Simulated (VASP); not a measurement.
# Cr (Fd-3m) in VASP: further runs

Cr is run at these levels: PBEsol; tasks: single point.

All numbers are computed with VASP 6.6.1; they aren't measurements. Logs are shortened: lines on timing, memory, paths and dates and some standing lists are left out, and cuts for length are marked.

## 1. The cell of the first run

It takes space group Fd-3m (No. 227, cubic). Conventional cell: a = 4.788 Å, b = 4.788 Å, c = 4.788 Å, α = 90.00°, β = 90.00°, γ = 90.00°. Within 2.7 Å of Cr (site symmetry -43m) lie 4 Cr at 2.07 Å.

This isn't the form of Cr at room conditions, which is bcc.

## 2. Single point, PBEsol, collinear spin, ferromagnetic start

Contents of INCAR:

```
SYSTEM = Cr
ALGO     = Normal         ! electronic algorithm
EDIFF    = 1E-6           ! SCF threshold, eV
ENCUT    = 700            ! plane-wave cutoff, eV
GGA      = PS             ! functional
GGA_COMPAT= .False.      
ISIF     = 2              ! what is computed and relaxed
ISMEAR   = -1             ! smearing method
ISPIN    = 2              ! spin polarisation
LASPH    = .True.         ! aspherical terms in the spheres
LCHARG   = .False.        ! write CHGCAR
LMAXMIX  = 4              ! l up to which the mixer works
LORBIT   = 11             ! projections on sites
LREAL    = .False.        ! projectors in reciprocal space
LWAVE    = .False.        ! write WAVECAR
MAGMOM   = 3 3            ! initial moments
NBANDS   = 25             ! bands
NELM     = 200            ! most SCF steps
PREC     = Accurate       ! precision mode
SIGMA    = 0.05           ! smearing width, eV
```

Contents of KPOINTS:

```
k-points
0
Gamma
  8 8 8
  0 0 0
```

Contents of POSCAR:

```
Cr
1.0
    0.0000000000      2.3939678271      2.3939678271
    2.3939678271      0.0000000000      2.3939678271
    2.3939678271      2.3939678271      0.0000000000
Cr
2
Direct
    0.0000000000      0.0000000000      0.0000000000
    0.2500000000      0.2500000000      0.2500000000
```

Potentials or basis: VASP PAW PBE potentials, release 64 (Cr_sv).

Started as:

```sh
$ cat potpaw_PBE.64/Cr_sv/POTCAR > POTCAR
$ mpirun -np 1 vasp_std > vasp.out
```

OUTCAR:

```text
SYSTEM = Cr
   EDIFF = 1E-6
   ENCUT = 700
   GGA = PS
   ISIF = 2
   ISMEAR = -1
   ISPIN = 2
   LASPH = .True.
   LORBIT = 11
   LREAL = .False.
   NELM = 200
   PREC = Accurate

 ion  position               nearest neighbor table
   1  0.000  0.000  0.000-   2 2.07   2 2.07   2 2.07   2 2.07
   2  0.250  0.250  0.250-   1 2.07   1 2.07   1 2.07   1 2.07

  LATTYP: Found a face centered cubic cell.
 ALAT       =     4.7879356542

  Lattice vectors:

 A1 = (   0.0000000000,   2.3939678271,   2.3939678271)
 A2 = (   2.3939678271,   0.0000000000,   2.3939678271)
 A3 = (   2.3939678271,   2.3939678271,   0.0000000000)

Analysis of symmetry for initial positions (statically):
=====================================================================
 Subroutine PRICEL returns:
 Original cell was already a primitive cell.

 Routine SETGRP: Setting up the symmetry group for a
 face centered cubic supercell.

 Subroutine GETGRP returns: Found 48 space group operations
 (whereof 24 operations were pure point group operations)
 out of a pool of 48 trial point group operations.

The static configuration has the point symmetry T_d .
 The point group associated with its full space group is O_h .

Analysis of symmetry for dynamics (positions and initial velocities):
=====================================================================
 Subroutine PRICEL returns:
 Original cell was already a primitive cell.

 Routine SETGRP: Setting up the symmetry group for a
 face centered cubic supercell.

 Subroutine GETGRP returns: Found 48 space group operations
 (whereof 24 operations were pure point group operations)
 out of a pool of 48 trial point group operations.

The dynamic configuration has the point symmetry T_d .
 The point group associated with its full space group is O_h .

Analysis of structural, dynamic, and magnetic symmetry:
=====================================================================
 Subroutine PRICEL returns:
 Original cell was already a primitive cell.

 Routine SETGRP: Setting up the symmetry group for a
 face centered cubic supercell.

 Subroutine GETGRP returns: Found 48 space group operations
 (whereof 24 operations were pure point group operations)
 out of a pool of 48 trial point group operations.

The overall configuration has the point symmetry T_d .
 The point group associated with its full space group is O_h .

 Subroutine INISYM returns: Found 48 space group operations
 (whereof 24 operations are pure point group operations),
 and found     1 'primitive' translations

----------------------------------------------------------------------------------------

                                     Primitive cell

  volume of cell :      27.4401
[... 115 lines left out ...]
   LHFCALC =     F    Hartree Fock is set to
   AEXX    =    0.0000 exact exchange contribution
   IVDW    =     0    specifies the selected vdW correction
   LEPSILON=     F    determine dielectric tensor
   LRPA    =     F    only Hartree local field effects (RPA)
 spin polarized calculation
  energy-cutoff  :      700.00
  volume of cell :       27.44
 maximum number of plane-waves:      1174
 NGX is ok and might be reduce to    30
   NGX = 15   NGY = 15   NGZ = 15

 number of electron      27.9999995 magnetization       0.0011036

 number of electron      27.9999995 magnetization      -0.0007793

 Free energy of the ion-electron system (eV)
  ---------------------------------------------------
  ext. energy  EPLUGINS =         0.00000000
  ---------------------------------------------------
  free energy    TOTEN  =       -15.88046507 eV

  energy without entropy =      -15.85347106  energy(sigma->0) =      -15.86696807

 E-fermi :  10.7847     XC(G=0): -12.5149

 val. band max:       10.7839357092   @ k =   0.5000   0.3750   0.0000
 cond. band min:      10.8245384422   @ k =   0.2500   0.1250   0.0000
 fundamental gap:      0.0406027330
 Fermi energy:        10.7847149041

 spin component 1

 k-point     1 :       0.0000    0.0000    0.0000
  band No.  band energies     occupation
      1     -60.2997      1.00000
      2     -59.2168      1.00000
      3     -31.9852      1.00000
      4     -31.9852      1.00000
      5     -31.9852      1.00000
      6     -30.6964      1.00000
[... 661 lines left out ...]
     24      28.4808      0.00000
     25      30.9979      0.00000

 [... further k-points ...]

 spin component 2

 k-point     1 :       0.0000    0.0000    0.0000
  band No.  band energies     occupation
      1     -60.3000      1.00000
      2     -59.2171      1.00000
      3     -31.9855      1.00000
      4     -31.9855      1.00000
      5     -31.9855      1.00000
      6     -30.6966      1.00000
[... 661 lines left out ...]
     24      28.4805      0.00000
     25      31.0008      0.00000

 [... further k-points ...]

------------------------ aborting loop because EDIFF is reached ----------------------------------------

  FORCE on cell =-STRESS in cart. coord.  units (eV):
  Direction    XX          YY          ZZ          XY          YZ          ZX
  --------------------------------------------------------------------------------------
  -------------------------------------------------------------------------------------
  Total        3.3485892      3.3485892      3.3485892      0.0000000      0.0000000      0.0000000
  in kB      195.5183514    195.5183514    195.5183514      0.0000000      0.0000000      0.0000000
  external PRESSURE =     195.5183514 kB  Pullay stress =       0.0000000 kB

 VOLUME and BASIS-vectors are now :
 -----------------------------------------------------------------------------
  energy-cutoff  :      700.00
  volume of cell :       27.44
      direct lattice vectors                 reciprocal lattice vectors
     0.000000000  2.393967827  2.393967827    -0.208858279  0.208858279  0.208858279
     2.393967827  0.000000000  2.393967827     0.208858279 -0.208858279  0.208858279
     2.393967827  2.393967827  0.000000000     0.208858279  0.208858279 -0.208858279

 POSITION                                       TOTAL-FORCE (eV/Angst)
 -----------------------------------------------------------------------------------
      0.00000      0.00000      0.00000        -0.000000     -0.000000     -0.000000
      1.19698      1.19698      1.19698         0.000000      0.000000      0.000000
 -----------------------------------------------------------------------------------
    total drift:                                0.000000     -0.000000      0.000000

  FREE ENERGIE OF THE ION-ELECTRON SYSTEM (eV)
  ---------------------------------------------------
  free  energy   TOTEN  =       -15.8804650726 eV

  energy  without entropy=      -15.8534710574  energy(sigma->0) =      -15.86696807

 total charge

# of ion       s       p       d       tot
------------------------------------------
    1        2.243   5.954   3.984  12.181
    2        2.243   5.954   3.984  12.181
--------------------------------------------------
tot          4.485  11.909   7.968  24.362

 magnetization (x)

# of ion       s       p       d       tot
------------------------------------------
    1        0.000  -0.000  -0.000  -0.000
    2        0.000  -0.000  -0.000  -0.000
--------------------------------------------------
tot          0.000  -0.000  -0.000  -0.000
```

stdout:

```text
POSCAR found type information on POSCAR Cr
 POSCAR found :  1 types and       2 ions
 scaLAPACK will be used
 -----------------------------------------------------------------------------
|                                                                             |
|                                                                             |
|     You enforced a specific xc type in the INCAR file but a different       |
|     I HOPE YOU KNOW WHAT YOU ARE DOING!                                     |
|                                                                             |
 -----------------------------------------------------------------------------

 LDA part: xc-table for (Slater+PW92), standard interpolation
 POSCAR, INCAR and KPOINTS ok, starting setup
 FFT: planning ... GRIDC
 FFT: planning ... GRID_SOFT
 FFT: planning ... GRID
 WAVECAR not read
 entering main loop
```

It took 60 s on 1 thread of Intel Xeon 6975P-C (Granite Rapids), shared host; peak memory 0.2 GiB.

Results:

```yaml
Free_energy: -15.8805 eV
Pressure: 19.6 GPa
Band_gap_on_the_k_mesh: zero (filled and empty bands overlap)
Net_moment: 0.00 μB per cell
Valence_electrons_inside_the_program's_atomic_spheres: Cr 12.18
```

Caveat: the cell stands under pressure; the moments typed at the start vanished in this run; the PAW data sets were made with another functional, which shifts forces and pressure a little.

## 3. Single point, PBEsol, collinear spin, ferromagnetic start

This run uses another cell than the first one, of 14.55 Å³/atom.

Contents of INCAR:

```
SYSTEM = Cr
ALGO     = Normal         ! electronic algorithm
EDIFF    = 1E-6           ! SCF threshold, eV
ENCUT    = 700            ! plane-wave cutoff, eV
GGA      = PS             ! functional
GGA_COMPAT= .FALSE.      
ISIF     = 2              ! what is computed and relaxed
ISMEAR   = -1             ! smearing method
ISPIN    = 2              ! spin polarisation
LASPH    = .TRUE.         ! aspherical terms in the spheres
LCHARG   = .FALSE.        ! write CHGCAR
LMAXMIX  = 4              ! l up to which the mixer works
LORBIT   = 11             ! projections on sites
LREAL    = .FALSE.        ! projectors in reciprocal space
LWAVE    = .FALSE.        ! write WAVECAR
MAGMOM   = 3 3            ! initial moments
NBANDS   = 25             ! bands
NELM     = 200            ! most SCF steps
PREC     = Accurate       ! precision mode
SIGMA    = 0.05           ! smearing width, eV
```

Contents of KPOINTS:

```
k-points
0
G
  8 8 8
  0 0 0
```

Contents of POSCAR:

```
Cr
1.0
    0.0000000000      2.4414790142      2.4414790142
    2.4414790142      0.0000000000      2.4414790142
    2.4414790142      2.4414790142      0.0000000000
Cr
2
Direct
    0.0000000000      0.0000000000      0.0000000000
    0.2500000000      0.2500000000      0.2500000000
```

Potentials or basis: VASP PAW PBE potentials, release 64 (Cr_sv).

Started as:

```sh
$ cat potpaw_PBE.64/Cr_sv/POTCAR > POTCAR
$ mpirun -np 1 vasp_std > vasp.out
```

Run time: 42 s. Hardware: 1 thread of AMD EPYC 9R45 (Zen 5), shared host; peak memory 0.17 GiB.

It converged, with:

- Free energy: -16.0321 eV
- Pressure: 9.7 GPa
- Band gap on the k mesh: zero (filled and empty bands overlap)
- Net moment: 0.00 μB per cell
- Valence electrons inside the program's atomic spheres: Cr 12.11

Levels at points of the mesh, in eV from the Fermi level:
Spin up:
```tsv
k point	band 11	band 12	band 13	band 14	band 15	band 16	band 17	band 18
(0.00, 0.00, 0.00)	-1.98	-1.26	-1.26	-1.26	1.16	1.16	1.16	3.58
(0.50, 0.00, 0.00)	-1.87	-1.87	-1.34	-1.34	0.08	2.04	2.04	3.17
(0.50, 0.50, 0.00)	-1.24	-1.24	0.12	0.12	0.71	0.71	3.43	3.43
```
Spin down:
```
           k point  band 10  band 11  band 12  band 13  band 14  band 15  band 16  band 17  band 18  band 19
(0.00, 0.00, 0.00)    -1.98    -1.98    -1.26    -1.26    -1.26     1.16     1.16     1.16     3.59     3.59
(0.50, 0.00, 0.00)    -2.29    -1.87    -1.87    -1.34    -1.34     0.08     2.04     2.04     3.17     3.17
(0.50, 0.50, 0.00)    -3.24    -1.24    -1.24     0.12     0.12     0.71     0.71     3.43     3.43     4.60
```

Caveat: the cell stands under pressure; the moments typed at the start vanished in this run; the PAW data sets were made with another functional, which shifts forces and pressure a little.

(Continued in part 2 of 2.)

The gap in the log of VASP goes by the Fermi energy; the results here count the filled bands.